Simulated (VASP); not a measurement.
# Ti (P6_3/mmc) in VASP: notebook, part 2 of 2

VASP 6.6.1. Earlier steps stand in the parts before.

## 4. Relaxation of cell and atoms, PBEsol, target pressure 15 GPa, at which the enthalpy is minimised

The input, INCAR:

```
SYSTEM = Ti
  PREC = Accurate
  ENCUT = 600
  EDIFF = 1E-6
  ISMEAR = -1
  SIGMA = 0.08
  LREAL = .False.
  LASPH = .True.
  NELM = 60
  ALGO = Normal
  ISIF = 3
  LWAVE = .False.
  LCHARG = .False.
  GGA = PS
  IBRION = 2
  NSW = 100
  EDIFFG = -0.002
  PSTRESS = 150.0
```

The input, KPOINTS:

```
regular mesh
0
Gamma
  18 18 10
  0 0 0
```

The input, POSCAR:

```
Ti
1.0
    2.9009130925      0.0000000000      0.0000000000
   -1.4504565462      2.5122644322      0.0000000000
    0.0000000000      0.0000000000      4.5923241493
Ti
2
Direct
    0.3333333333      0.6666666667      0.2500000000
    0.6666666667      0.3333333333      0.7500000000
```

Potentials or basis: VASP PAW PBE potentials, release 64 (Ti_sv).

Started as:

```
$ cat potpaw_PBE.64/Ti_sv/POTCAR > POTCAR
$ mpirun -np 1 vasp_std > vasp.out
```

OUTCAR:

```text
SYSTEM = Ti
   PREC = Accurate
   ENCUT = 600
   EDIFF = 1E-6
   ISMEAR = -1
   LREAL = .False.
   LASPH = .True.
   NELM = 60
   ISIF = 3
   GGA = PS
   IBRION = 2
   NSW = 100
   EDIFFG = -0.002
   PSTRESS = 150.0

 ion  position               nearest neighbor table
   1  0.333  0.667  0.250-   2 2.84   2 2.84   2 2.84   2 2.84   2 2.84   2 2.84
   2  0.667  0.333  0.750-   1 2.84   1 2.84   1 2.84   1 2.84   1 2.84   1 2.84

  LATTYP: Found a hexagonal cell.
 ALAT       =     2.9009130925
 C/A-ratio  =     1.5830616095

  Lattice vectors:

 A1 = (   2.9009130925,   0.0000000000,   0.0000000000)
 A2 = (  -1.4504565462,   2.5122644322,   0.0000000000)
 A3 = (   0.0000000000,   0.0000000000,   4.5923241493)

Analysis of symmetry for initial positions (statically):
=====================================================================
 Subroutine PRICEL returns:
 Original cell was already a primitive cell.

 Routine SETGRP: Setting up the symmetry group for a
 hexagonal supercell.

 Subroutine GETGRP returns: Found 24 space group operations
 (whereof 12 operations were pure point group operations)
 out of a pool of 24 trial point group operations.

The static configuration has the point symmetry D_3d.
 The point group associated with its full space group is D_6h.

Analysis of symmetry for dynamics (positions and initial velocities):
=====================================================================
 Subroutine PRICEL returns:
 Original cell was already a primitive cell.

 Routine SETGRP: Setting up the symmetry group for a
 hexagonal supercell.

 Subroutine GETGRP returns: Found 24 space group operations
 (whereof 12 operations were pure point group operations)
 out of a pool of 24 trial point group operations.

The dynamic configuration has the point symmetry D_3d.
 The point group associated with its full space group is D_6h.

 Subroutine INISYM returns: Found 24 space group operations
 (whereof 12 operations are pure point group operations),
 and found     1 'primitive' translations

----------------------------------------------------------------------------------------

                                     Primitive cell

  volume of cell :      33.4682

  direct lattice vectors                    reciprocal lattice vectors
     2.900913093  0.000000000  0.000000000     0.344719048  0.199023635  0.000000000
    -1.450456546  2.512264432  0.000000000     0.000000000  0.398047270  0.000000000
     0.000000000  0.000000000  4.592324149     0.000000000  0.000000000  0.217754664

  length of vectors
     2.900913093  2.900913092  4.592324149     0.398047270  0.398047270  0.217754664

  position of ions in fractional coordinates (direct lattice)
     0.333333333  0.666666667  0.250000000
     0.666666667  0.333333333  0.750000000

  ion indices of the primitive-cell ions
   primitive index   ion index
                 1           1
                 2           2

----------------------------------------------------------------------------------------

 KPOINTS: regular mesh
[... 49 lines left out ...]
 [... further k-points ...]
   k-points           NKPTS =    222   k-points in BZ     NKDIM =    222   number of bands    NBANDS=     16
   number of dos      NEDOS =    301   number of ions     NIONS =      2
   total plane-waves  NPLWV =  23040
   dimension x,y,z NGX =    24 NGY =   24 NGZ =   40
   dimension x,y,z NGXF=    48 NGYF=   48 NGZF=   80
   ions per type =               2
   NGX,Y,Z   is equivalent  to a cutoff of  13.75, 13.75, 14.48 a.u.
   NGXF,Y,Z  is equivalent  to a cutoff of  27.51, 27.51, 28.96 a.u.
 SYSTEM =  Ti
   PREC   = accura    normal or accurate (medium, high low for compatibility)
   ISTART =      0    job   : 0-new  1-cont  2-samecut
   ICHARG =      2    charge: 1-file 2-atom 10-const
   ISPIN  =      1    spin polarized calculation?
   LNONCOLLINEAR =      F non collinear calculations
   LSORBIT =      F    spin-orbit coupling
   LASPH  =      T    aspherical Exc in radial PAW
   ENCUT  =  600.0 eV  44.10 Ry    6.64 a.u.   5.79  5.79  9.17*2*pi/ulx,y,z
   NELM   =     60;   NELMIN=  2; NELMDL= -5     # of ELM steps
   EDIFF  = 0.1E-05   stopping-criterion for ELM
   LREAL  =      F    real-space projection
   EDIFFG = -.2E-02   stopping-criterion for IOM
   NSW    =    100    number of steps for IOM
   IBRION =      2    ionic relax: 0-MD 1-quasi-New 2-CG
   NFREE  =      1    steps in history (QN), initial steepest desc. (CG)
   ISIF   =      3    stress and relaxation
   ISYM   =      2    0-nonsym 1-usesym 2-fastsym
   POTIM  = 0.5000    time-step for ionic-motion
   TEBEG  =    0.0;   TEEND  =   0.0 temperature during run
   PSTRESS=  150.0 pullay stress
   NELECT =      24.0000    total number of electrons
   NUPDOWN=      -1.0000    fix difference up-down
   EMIN   =  10.00;   EMAX   =-10.00  energy-range for DOS
   EFERMI =   0.00;   METHOD = LEGACY
   ISMEAR =    -1;   SIGMA  =   0.08  broadening in eV -4-tet -1-fermi 0-gaus
   EFERMI_NEDOS =   21; number of points for ismear=-14 and -15
   IALGO  =     38    algorithm
   IMIX   =      4    mixing-type and parameters
     AMIX     =   0.40;   BMIX     =  1.00
     AMIX_MAG =   1.60;   BMIX_MAG =  1.00
  volume/ion in A,a.u.               =      16.73       112.93
  Fermi-wavevector in a.u.,A,eV,Ry     =   1.465326  2.769065 29.214178  2.147181
  Thomas-Fermi vector in A             =   2.581197
   LORBIT       =      0    0 simple, 1 ext, 2 COOP (PROOUT), +10 PAW based schemes
   GGA     = PS    functional components
   LHFCALC =     F    Hartree Fock is set to
   AEXX    =    0.0000 exact exchange contribution
   IVDW    =     0    specifies the selected vdW correction
   LEPSILON=     F    determine dielectric tensor
   LRPA    =     F    only Hartree local field effects (RPA)
 conjugate gradient relaxation of ions
 non-spin polarized calculation
  energy-cutoff  :      600.00
  volume of cell :       33.47
 maximum number of plane-waves:      1140
 NGX is ok and might be reduce to    24
   NGX = 11   NGY = 11   NGZ = 19

--------------------------------------- Ionic step        1  -------------------------------------------

 number of electron      23.9999996 magnetization

 Free energy of the ion-electron system (eV)
  ---------------------------------------------------
  ext. energy  EPLUGINS =         0.00000000
  ---------------------------------------------------
  free energy    TOTEN  =       -16.70039429 eV

  energy without entropy =      -16.65451453  energy(sigma->0) =      -16.67745441

------------------------ aborting loop because EDIFF is reached ----------------------------------------

  FORCE on cell =-STRESS in cart. coord.  units (eV):
  Direction    XX          YY          ZZ          XY          YZ          ZX
  --------------------------------------------------------------------------------------
  -------------------------------------------------------------------------------------
  Total       -0.0551367     -0.0551367     -0.0631236     -0.0000000      0.0000000     -0.0000000
  in kB       -2.6394808     -2.6394808     -3.0218298     -0.0000000      0.0000000     -0.0000000
  external PRESSURE =    -152.7669305 kB  Pullay stress =     150.0000000 kB
[... 25 lines left out ...]
--------------------------------------- Ionic step        2  -------------------------------------------

 number of electron      24.0000000 magnetization

 E-fermi :  11.4626     XC(G=0): -13.0298

 val. band max:       11.4548802654   @ k =   0.3333   0.2778   0.5000
 cond. band min:      11.4631089941   @ k =   0.1111   0.0000   0.4000
 fundamental gap:      0.0082287288
 Fermi energy:        11.4626256379

 k-point     1 :       0.0000    0.0000    0.0000
  band No.  band energies     occupation
      1     -44.8149      2.00000
      2     -44.4061      2.00000
      3     -21.9267      2.00000
      4     -20.4635      2.00000
      5     -20.4635      2.00000
      6     -20.2389      2.00000
[... 518 lines left out ...]
  energy  without entropy=      -16.5220928550  energy(sigma->0) =      -16.54316596

  enthalpy is  TOTEN    =       -13.7434819351 eV   P V=        2.8207571393

[... ionic steps 4 to 16 ...]

--------------------------------------- Ionic step       17  -------------------------------------------

 number of electron      23.9999993 magnetization

------------------------ aborting loop because EDIFF is reached ----------------------------------------
[... 71 lines left out ...]
--------------------------------------- Ionic step       19  -------------------------------------------

 number of electron      23.9999993 magnetization

 Free energy of the ion-electron system (eV)
  ---------------------------------------------------
  ext. energy  EPLUGINS =         0.00000000
  ---------------------------------------------------
  free energy    TOTEN  =       -16.55474272 eV

  energy without entropy =      -16.51261654  energy(sigma->0) =      -16.53367963

 E-fermi :   9.8230     XC(G=0): -12.3505

 val. band max:        9.8083266296   @ k =   0.3333   0.2778   0.3000
 cond. band min:       9.8234799025   @ k =   0.0556   0.0000   0.5000
 fundamental gap:      0.0151532729
 Fermi energy:         9.8230275395

 k-point     1 :       0.0000    0.0000    0.0000
  band No.  band energies     occupation
      1     -46.5692      2.00000
      2     -46.3230      2.00000
      3     -23.4510      2.00000
      4     -22.4472      2.00000
      5     -22.4472      2.00000
      6     -22.3187      2.00000
[... 480 lines left out ...]
  energy  without entropy=      -16.5126165400  energy(sigma->0) =      -16.53367963

  enthalpy is  TOTEN    =       -13.7437614666 eV   P V=        2.8109812572

 reached required accuracy - stopping structural energy minimisation
```

OSZICAR:

```text
N       E                     dE             d eps       ncg     rms          rms(c)
DAV:   1     0.259437847828E+03    0.25944E+03   -0.14669E+04  7104   0.207E+03
DAV:   2     0.102288073669E+02   -0.24921E+03   -0.24776E+03  7304   0.519E+02
DAV:   3    -0.177263852436E+02   -0.27955E+02   -0.27746E+02 14000   0.141E+02
DAV:   4    -0.188697758257E+02   -0.11434E+01   -0.11433E+01  7328   0.304E+01
[... 141 lines left out ...]
DAV:   1    -0.165547727455E+02    0.79351E-03   -0.86331E-04  9992   0.447E-01    0.485E-02
DAV:   2    -0.165547427678E+02    0.29978E-04   -0.11220E-04  9504   0.140E-01    0.148E-02
DAV:   3    -0.165547408465E+02    0.19212E-05   -0.27767E-05 10944   0.424E-02    0.616E-03
DAV:   4    -0.165547418632E+02   -0.10167E-05   -0.29148E-06  6272   0.180E-02    0.216E-03
DAV:   5    -0.165547427239E+02   -0.86070E-06   -0.21772E-06  5368   0.112E-02
  19 F= -.13743761E+02 E0= -.13722698E+02  d E =-.841428E-06
```

Wall time 10 min (1 thread of AMD EPYC 9R45 (Zen 5), shared host); peak memory 0.24 GiB.

Results:

- Free energy: -16.5547 eV
- Relaxed volume: 15.01 Å³/atom
- Relaxed cell: a = 2.795 Å, b = 2.795 Å, c = 4.439 Å, α = 90.00°, β = 90.00°, γ = 120.00°
- Space group after relaxing (to 0.1 Å): P6_3/mmc (No. 194)
- Energy change on relaxing (the run minimises the enthalpy): +72.8 meV/atom
- Ionic steps: 19
- Pressure after relaxing: 15.0 GPa
- Band gap on the k mesh: zero (bands 12 and 13 overlap by 1.22 eV)

The path:
| step | energy change (eV) | largest force (eV/Å) | pressure (GPa) | volume (Å³) |
| --- | --- | --- | --- | --- |
| 1 | 0.0000 | 0.0000 | -0.28 | 33.47 |
| 2 | 0.7770 | 0.0000 | 41.77 | 26.32 |
| 3 | 0.1362 | 0.0000 | 14.42 | 30.13 |
| 4 | 0.1450 | 0.0000 | 14.98 | 30.03 |
| 5 | 0.1513 | 0.0000 | 15.35 | 29.97 |
| 6 | 0.1394 | 0.0000 | 14.62 | 30.09 |
| 7 | 0.1435 | 0.0000 | 14.91 | 30.05 |
| 8 | 0.1446 | 0.0000 | 14.91 | 30.04 |
| 9 | 0.1453 | 0.0000 | 14.93 | 30.03 |
| 10 | 0.1466 | 0.0000 | 15.01 | 30.01 |
| 11 | 0.1457 | 0.0000 | 15.05 | 30.02 |
| 12 | 0.1456 | 0.0000 | 15.00 | 30.03 |
| 13 | 0.1454 | 0.0000 | 15.03 | 30.03 |
| 14 | 0.1454 | 0.0000 | 15.01 | 30.03 |
| 15 | 0.1448 | 0.0000 | 15.03 | 30.03 |
| 16 | 0.1446 | 0.0000 | 14.96 | 30.04 |
| 17 | 0.1448 | 0.0000 | 14.98 | 30.03 |
| 18 | 0.1448 | 0.0000 | 14.95 | 30.03 |
| 19 | 0.1457 | 0.0000 | 15.00 | 30.02 |

Final structure:
```xyz
2
Lattice="2.7946 0.0000 0.0000 -1.3973 2.4202 0.0000 0.0000 0.0000 4.4392" Properties=species:S:1:pos:R:3 pbc="T T T"
Ti    0.0000    1.6135    1.1098
Ti    1.3973    0.8067    3.3294
```

Caveat: the cell is relaxed towards a set pressure, so the run minimises the enthalpy, not the energy; the PAW data sets were made with another functional, which shifts forces and pressure a little.

## 5. Overview

```csv
cell,gap on the mesh (eV),pressure (GPa)
relaxed to 7 GPa,none,7.0
relaxed to 10 GPa,none,10.0
relaxed to 15 GPa,none,15.0
```

Alike in all rows: task relaxation of cell and atoms; level PBEsol; potentials or basis VASP PAW PBE potentials, release 64 (Ti_sv); no spin polarisation; k mesh 18 × 18 × 10; cutoff (eV) 600; smearing fermi-dirac 0.08 eV.

Caveats: the cell is relaxed towards a set pressure, so the run minimises the enthalpy, not the energy; the PAW data sets were made with another functional, which shifts forces and pressure a little.

Absolute energies hang on the potentials; compare differences alone.

The gap in the log of VASP goes by the Fermi energy; the results here count the filled bands.